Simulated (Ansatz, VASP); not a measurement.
## One calculation of Ir, two programs

The input POSCAR:

```
Ir
1.0
    2.7989532549      0.0000000000      0.0000000000
   -1.3994766274      2.4239646228      0.0000000000
    0.0000000000      0.0000000000      9.0271766845
Ir
4
Direct
    0.0000000000      0.0000000000      0.0000000000
    0.0000000000      0.0000000000      0.5000000000
    0.3333333333      0.6666666667      0.7500000000
    0.6666666667      0.3333333333      0.2500000000
```

File INCAR.step1:

```
SYSTEM = Ir
PREC = Accurate
ENCUT = 550
ISMEAR = 0
SIGMA = 0.1
LREAL = .FALSE.
LASPH = .TRUE.
NELM = 120
NBANDS = 42
GGA = PE
ALGO = Normal
EDIFF = 1E-5
LWAVE = .TRUE.
LCHARG = .FALSE.
GGA_COMPAT = .FALSE.
```

The input INCAR.step2:

```
SYSTEM = Ir
PREC = Accurate
ENCUT = 550
EDIFF = 1E-6
ISMEAR = 0
SIGMA = 0.1
LREAL = .FALSE.
LASPH = .TRUE.
NELM = 120
ALGO = Normal
ISIF = 2
LWAVE = .FALSE.
LCHARG = .TRUE.
METAGGA = R2SCAN
LMIXTAU = .TRUE.
LELF = .TRUE.
LVHAR = .TRUE.
NBANDS = 42
ISTART = 1
GGA_COMPAT = .FALSE.
```

Contents of KPOINTS:

```
regular mesh
0
G
  9 9 2
  0 0 0
```

Input for Ansatz:

```yaml
crystal:
  lattice:
    - [2.7989532549, 0.0, 0.0]
    - [-1.3994766274, 2.4239646228, 0.0]
    - [0.0, 0.0, 9.0271766845]
  atoms:
    - { symbol: Ir, position: [0.0, 0.0, 0.0] }
    - { symbol: Ir, position: [0.0, 0.0, 0.5] }
    - { symbol: Ir, position: [0.3333333333, 0.6666666667, 0.75] }
    - { symbol: Ir, position: [0.6666666667, 0.3333333333, 0.25] }
basis:
  ecutwfc: 500
kpoints:
  mp_grid: { grid: [9, 9, 2] }
hamiltonian:
  xc: r2scan
scf:
  occupations: { method: gaussian, width: 0.1 }
  lower_state_search: "off"
output:
  forces: true
  stress: true
  eigenvalues: true
```

Alike in both runs: task single point; functional r2SCAN; k mesh 9 × 9 × 2; occupations gaussian, width 0.1 eV; no spin polarisation.

```csv
,VASP,Ansatz
version,VASP 6.6.1,Ansatz 0.2.0
potentials or method,"VASP PAW PBE potentials, release 64 (Ir_sv_GW), cutoff 550 eV","scalar-relativistic, plane waves, PAW"
valence electrons in the cell,68,68
```

```csv
,VASP,Ansatz,Ansatz less VASP
gap on the k mesh at the Fermi level (eV),none,none,-
pressure (GPa),-24.8,-22.8,+2.00
"traceless stress, the component that is largest in VASP (GPa)",0.77,0.78,+0.013
```

VASP's potentials were made for PBE, not for r2SCAN. A gap of «none» marks a metal or a gap that the smearing closes.

Neither program's run includes spin-orbit coupling.
